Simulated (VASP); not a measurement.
# Zn in VASP: a series of runs

The runs below take Zn through single point, with PBEsol.

Everything below comes from runs of VASP 6.6.1. Logs are shortened: lines on timing, memory, paths and dates and some standing lists are left out, and cuts for length are marked.

### Step 1. The cell of the first run

The cell holds a slab with vacuum, 4 atoms: a = 2.590 Å, b = 2.590 Å, c = 23.377 Å, α = 90.00°, β = 90.00°, γ = 120.00°.

### Step 2. Single point, PBEsol

Contents of INCAR:

```
ALGO     = Normal         # electronic algorithm
DIPOL    = 0.5 0.5 0.500
EDIFF    = 1E-6           # SCF threshold, eV
ENCUT    = 520            # plane-wave cutoff, eV
GGA      = PS             # functional
IDIPOL   = 3            
ISIF     = 2              # what is computed and relaxed
ISMEAR   = -1             # smearing method
LASPH    = T              # aspherical terms in the spheres
LCHARG   = F              # write CHGCAR
LDIPOL   = T            
LREAL    = F              # projectors in reciprocal space
LWAVE    = F              # write WAVECAR
NBANDS   = 32             # bands
NELM     = 80             # most SCF steps
PREC     = Accurate       # precision mode
SIGMA    = 0.1            # smearing width, eV
```

Contents of KPOINTS:

```
k-points
0
Gamma
  16 16 1
```

Contents of POSCAR:

```
Zn
1.0
    2.5896975869      0.0000000000      0.0000000000
   -1.2948487935      2.2427438984      0.0000000000
    0.0000000000      0.0000000000     23.3765000000
Zn
4
Direct
    0.8333333333      0.1666666667      0.3477458653
    0.1666666667      0.8333333333      0.4505198692
    0.8333333333      0.1666666667      0.5494801314
    0.1666666667      0.8333333333      0.6522541341
```

Potentials or basis: VASP PAW PBE potentials, release 64 (Zn).

The run is started by

```sh
$ cat potpaw_PBE.64/Zn/POTCAR > POTCAR
$ mpirun -np 1 vasp_std > vasp.out
```

OUTCAR:

```text
EDIFF = 1E-6
   ENCUT = 520
   GGA = PS
   ISIF = 2
   ISMEAR = -1
   LASPH = T
   LREAL = F
   NELM = 80
   PREC = Accurate

 ion  position               nearest neighbor table
   1  0.833  0.167  0.348-   2 2.83   2 2.83   2 2.83
   2  0.167  0.833  0.451-   3 2.75   3 2.75   3 2.75   1 2.83   1 2.83   1 2.83
   3  0.833  0.167  0.549-   2 2.75   2 2.75   2 2.75   4 2.83   4 2.83   4 2.83
   4  0.167  0.833  0.652-   3 2.83   3 2.83   3 2.83

  LATTYP: Found a hexagonal cell.
 ALAT       =     2.5896975869
 C/A-ratio  =     9.0267296530

  Lattice vectors:

 A1 = (   2.5896975869,   0.0000000000,   0.0000000000)
 A2 = (  -1.2948487935,   2.2427438984,   0.0000000000)
 A3 = (   0.0000000000,   0.0000000000,  23.3765000000)

Analysis of symmetry for initial positions (statically):
=====================================================================
 Subroutine PRICEL returns:
 Original cell was already a primitive cell.

 Routine SETGRP: Setting up the symmetry group for a
 hexagonal supercell.

 Subroutine GETGRP returns: Found 12 space group operations
 (whereof  4 operations were pure point group operations)
 out of a pool of 24 trial point group operations.

The static configuration has the point symmetry C_2h.
 The point group associated with its full space group is D_3d.

Analysis of symmetry for dynamics (positions and initial velocities):
=====================================================================
 Subroutine PRICEL returns:
 Original cell was already a primitive cell.

 Routine SETGRP: Setting up the symmetry group for a
 hexagonal supercell.

 Subroutine GETGRP returns: Found 12 space group operations
 (whereof  4 operations were pure point group operations)
 out of a pool of 24 trial point group operations.

The dynamic configuration has the point symmetry C_2h.
 The point group associated with its full space group is D_3d.

 Subroutine INISYM returns: Found 12 space group operations
 (whereof  4 operations are pure point group operations),
 and found     1 'primitive' translations

----------------------------------------------------------------------------------------

                                     Primitive cell

  volume of cell :     135.7714

  direct lattice vectors                    reciprocal lattice vectors
     2.589697587  0.000000000  0.000000000     0.386145473  0.222941193  0.000000000
    -1.294848793  2.242743898  0.000000000     0.000000000  0.445882386  0.000000000
     0.000000000  0.000000000 23.376500000     0.000000000  0.000000000  0.042778004

  length of vectors
     2.589697587  2.589697587 23.376500000     0.445882386  0.445882386  0.042778004

  position of ions in fractional coordinates (direct lattice)
     0.833333333  0.166666667  0.347745865
     0.166666667  0.833333333  0.450519869
     0.833333333  0.166666667  0.549480131
     0.166666667  0.833333333  0.652254134

  ion indices of the primitive-cell ions
   primitive index   ion index
                 1           1
                 2           2
                 3           3
                 4           4

----------------------------------------------------------------------------------------

 KPOINTS: k-points

Automatic generation of k-mesh.
 Grid dimensions read from file:
 generate k-points for:   16   16    1

 Generating k-lattice:

  Cartesian coordinates                     Fractional coordinates (reciprocal lattice)
     0.024134092  0.013933825  0.000000000     0.062500000  0.000000000  0.000000000
     0.000000000  0.027867649  0.000000000     0.000000000  0.062500000  0.000000000
     0.000000000  0.000000000  0.042778004     0.000000000  0.000000000  1.000000000

  Length of vectors
     0.027867649  0.027867649  0.042778004

  Shift w.r.t. Gamma in fractional coordinates (k-lattice)
     0.000000000  0.000000000  0.000000000

 Subroutine IBZKPT returns following result:
 ===========================================

 Found     30 irreducible k-points:

 Following reciprocal coordinates:
            Coordinates               Weight
  0.000000  0.000000  0.000000      1.000000
  0.062500  0.000000  0.000000      6.000000
  0.125000  0.000000  0.000000      6.000000
  0.187500  0.000000  0.000000      6.000000
  0.250000  0.000000  0.000000      6.000000
  0.312500  0.000000  0.000000      6.000000
[... 16 lines left out ...]
  0.187500  0.187500  0.000000      6.000000
  0.250000  0.187500  0.000000     12.000000
 [... further k-points ...]
   k-points           NKPTS =     30   k-points in BZ     NKDIM =     30   number of bands    NBANDS=     32
   number of dos      NEDOS =    301   number of ions     NIONS =      4
   total plane-waves  NPLWV =  72000
   dimension x,y,z NGX =    20 NGY =   20 NGZ =  180
   dimension x,y,z NGXF=    40 NGYF=   40 NGZF=  360
   ions per type =               4
   NGX,Y,Z   is equivalent  to a cutoff of  12.84, 12.84, 12.80 a.u.
   NGXF,Y,Z  is equivalent  to a cutoff of  25.68, 25.68, 25.60 a.u.
 SYSTEM =  unknown system
   PREC   = accura    normal or accurate (medium, high low for compatibility)
   ISTART =      0    job   : 0-new  1-cont  2-samecut
   ICHARG =      2    charge: 1-file 2-atom 10-const
   ISPIN  =      1    spin polarized calculation?
   LNONCOLLINEAR =      F non collinear calculations
   LSORBIT =      F    spin-orbit coupling
   LASPH  =      T    aspherical Exc in radial PAW
   ENCUT  =  520.0 eV  38.22 Ry    6.18 a.u.   4.82  4.82 43.46*2*pi/ulx,y,z
   NELM   =     80;   NELMIN=  2; NELMDL= -5     # of ELM steps
   EDIFF  = 0.1E-05   stopping-criterion for ELM
   LREAL  =      F    real-space projection
   EDIFFG = 0.1E-04   stopping-criterion for IOM
   NSW    =      0    number of steps for IOM
   IBRION =     -1    ionic relax: 0-MD 1-quasi-New 2-CG
   NFREE  =      0    steps in history (QN), initial steepest desc. (CG)
   ISIF   =      2    stress and relaxation
   ISYM   =      2    0-nonsym 1-usesym 2-fastsym
   POTIM  = 0.5000    time-step for ionic-motion
   TEBEG  =    0.0;   TEEND  =   0.0 temperature during run
   PSTRESS=    0.0 pullay stress
   NELECT =      48.0000    total number of electrons
   NUPDOWN=      -1.0000    fix difference up-down
   EMIN   =  10.00;   EMAX   =-10.00  energy-range for DOS
   EFERMI =   0.00;   METHOD = LEGACY
   ISMEAR =    -1;   SIGMA  =   0.10  broadening in eV -4-tet -1-fermi 0-gaus
   EFERMI_NEDOS =   21; number of points for ismear=-14 and -15
   IALGO  =     38    algorithm
   IMIX   =      4    mixing-type and parameters
     AMIX     =   0.40;   BMIX     =  1.00
     AMIX_MAG =   1.60;   BMIX_MAG =  1.00
  volume/ion in A,a.u.               =      33.94       229.06
  Fermi-wavevector in a.u.,A,eV,Ry     =   1.157584  2.187517 18.231815  1.340001
  Thomas-Fermi vector in A             =   2.294194
   LORBIT       =      0    0 simple, 1 ext, 2 COOP (PROOUT), +10 PAW based schemes
   GGA     = PS    functional components
   LHFCALC =     F    Hartree Fock is set to
   AEXX    =    0.0000 exact exchange contribution
   IVDW    =     0    specifies the selected vdW correction
   LEPSILON=     F    determine dielectric tensor
   LRPA    =     F    only Hartree local field effects (RPA)
 non-spin polarized calculation
  energy-cutoff  :      520.00
  volume of cell :      135.77
 maximum number of plane-waves:      3701
 NGX is ok and might be reduce to    20
   NGX =  9   NGY =  9   NGZ = 87

 dipolmoment           0.000000      0.000000      0.000000 electrons x Angstroem

 number of electron      47.9999990 magnetization

 dipolmoment           0.000000      0.000000     -0.000000 electrons x Angstroem

 Free energy of the ion-electron system (eV)
  ---------------------------------------------------
  ext. energy  EPLUGINS =         0.00000000
  ---------------------------------------------------
  free energy    TOTEN  =        -6.02953486 eV

  energy without entropy =       -6.00423828  energy(sigma->0) =       -6.01688657

 E-fermi :  -1.0384     XC(G=0):  -5.6655

 val. band max:       -1.1243943665   @ k =   0.3125   0.2500   0.0000
 cond. band min:      -0.8940837450   @ k =   0.1875   0.1250   0.0000
 fundamental gap:      0.2303106215
 Fermi energy:        -1.0383615518

 k-point     1 :       0.0000    0.0000    0.0000
  band No.  band energies     occupation
      1     -11.8578      2.00000
      2     -10.8026      2.00000
      3     -10.0037      2.00000
      4      -9.9195      2.00000
      5      -9.0749      2.00000
      6      -8.8787      2.00000
[... 24 lines left out ...]
     31       5.1391      0.00000
     32       7.4641      0.00000

 k-point     2 :       0.0625    0.0000    0.0000
  band No.  band energies     occupation
      1     -11.7365      2.00000
      2     -10.6890      2.00000
      3      -9.9170      2.00000
      4      -9.8570      2.00000
      5      -9.0641      2.00000
      6      -8.8969      2.00000
[... 24 lines left out ...]
     31       5.2541      0.00000
     32       7.5829      0.00000

 k-point     3 :       0.1250    0.0000    0.0000
  band No.  band energies     occupation
      1     -11.3801      2.00000
      2     -10.3645      2.00000
      3      -9.6907      2.00000
      4      -9.6836      2.00000
      5      -9.0426      2.00000
      6      -8.9458      2.00000
[... 24 lines left out ...]
     31       5.5985      0.00000
     32       7.9372      0.00000

 k-point     4 :       0.1875    0.0000    0.0000
  band No.  band energies     occupation
      1     -10.8219      2.00000
      2      -9.9125      2.00000
      3      -9.4961      2.00000
      4      -9.4089      2.00000
      5      -9.0306      2.00000
      6      -9.0117      2.00000
[... 24 lines left out ...]
     31       6.1687      0.00000
     32       8.5076      0.00000

 k-point     5 :       0.2500    0.0000    0.0000
  band No.  band energies     occupation
      1     -10.1852      2.00000
      2      -9.6024      2.00000
      3      -9.3951      2.00000
      4      -9.2827      2.00000
      5      -9.1131      2.00000
      6      -9.0315      2.00000
[... 584 lines left out ...]
     31       6.6590      0.00000
     32       7.3593      0.00000

 k-point    22 :       0.4375    0.1250    0.0000
  band No.  band energies     occupation
      1      -9.6095      2.00000
      2      -9.5715      2.00000
      3      -9.4796      2.00000
      4      -9.2479      2.00000
      5      -9.2133      2.00000
      6      -9.1809      2.00000
[... 24 lines left out ...]
     31       6.5071      0.00000
     32       7.5012      0.00000

 k-point    23 :       0.1875    0.1875    0.0000
  band No.  band energies     occupation
      1      -9.4807      2.00000
      2      -9.3053      2.00000
      3      -9.2495      2.00000
      4      -9.1683      2.00000
      5      -9.1521      2.00000
      6      -9.0085      2.00000
[... 24 lines left out ...]
     31       6.4577      0.00000
     32       6.9023      0.00000

 k-point    24 :       0.2500    0.1875    0.0000
  band No.  band energies     occupation
      1      -9.4004      2.00000
      2      -9.3407      2.00000
      3      -9.2975      2.00000
      4      -9.1504      2.00000
      5      -9.0677      2.00000
      6      -8.9915      2.00000
[... 24 lines left out ...]
     31       6.1787      0.00000
     32       6.5341      0.00000

 [... further k-points ...]

------------------------ aborting loop because EDIFF is reached ----------------------------------------

 vacuum level on the upper side and lower side of the slab       (xc-potential included)        -0.134        -0.134

  FORCE on cell =-STRESS in cart. coord.  units (eV):
  Direction    XX          YY          ZZ          XY          YZ          ZX
  --------------------------------------------------------------------------------------
  -------------------------------------------------------------------------------------
  Total       -0.0620592     -0.0620592      0.1153177      0.0000000     -0.0000000      0.0000000
  in kB       -0.7323330     -0.7323330      1.3608122      0.0000000     -0.0000000      0.0000000
  external PRESSURE =      -0.0346179 kB  Pullay stress =       0.0000000 kB

 VOLUME and BASIS-vectors are now :
 -----------------------------------------------------------------------------
  energy-cutoff  :      520.00
  volume of cell :      135.77
      direct lattice vectors                 reciprocal lattice vectors
     2.589697587  0.000000000  0.000000000     0.386145473  0.222941193  0.000000000
    -1.294848793  2.242743898  0.000000000     0.000000000  0.445882386  0.000000000
     0.000000000  0.000000000 23.376500000     0.000000000  0.000000000  0.042778004

 POSITION                                       TOTAL-FORCE (eV/Angst)
 -----------------------------------------------------------------------------------
      1.94227      0.37379      8.12908         0.000000      0.000000     -0.012829
     -0.64742      1.86895     10.53158         0.000000     -0.000000     -0.003487
      1.94227      0.37379     12.84492        -0.000000      0.000000      0.003487
     -0.64742      1.86895     15.24742         0.000000      0.000000      0.012829
 -----------------------------------------------------------------------------------
    total drift:                               -0.000000      0.000000     -0.000000

  FREE ENERGIE OF THE ION-ELECTRON SYSTEM (eV)
  ---------------------------------------------------
  free  energy   TOTEN  =        -6.0295348643 eV

  energy  without entropy=       -6.0042382839  energy(sigma->0) =       -6.01688657

 vacuum level on the upper side and lower side of the slab         3.046         3.046
```

It took 4.8 min on 1 thread of AMD EPYC 7R13, shared host; peak memory 0.27 GiB.

What came out:

```
Free energy            : -6.0295 eV
Largest force          : 0.013 eV/Å
Band gap on the k mesh : zero (band 24 reaches 0.07 eV, above the bottom of band 25 at -3.69 eV)
```

Forces in eV/Å, atoms in the order of the input:
```
Zn   0.000  0.000 -0.013
Zn   0.000  0.000 -0.003
Zn   0.000  0.000  0.003
Zn   0.000  0.000  0.013
```

Caveat: the PAW data sets were made with another functional, which shifts forces and pressure a little.

[end of part 1 of 2]
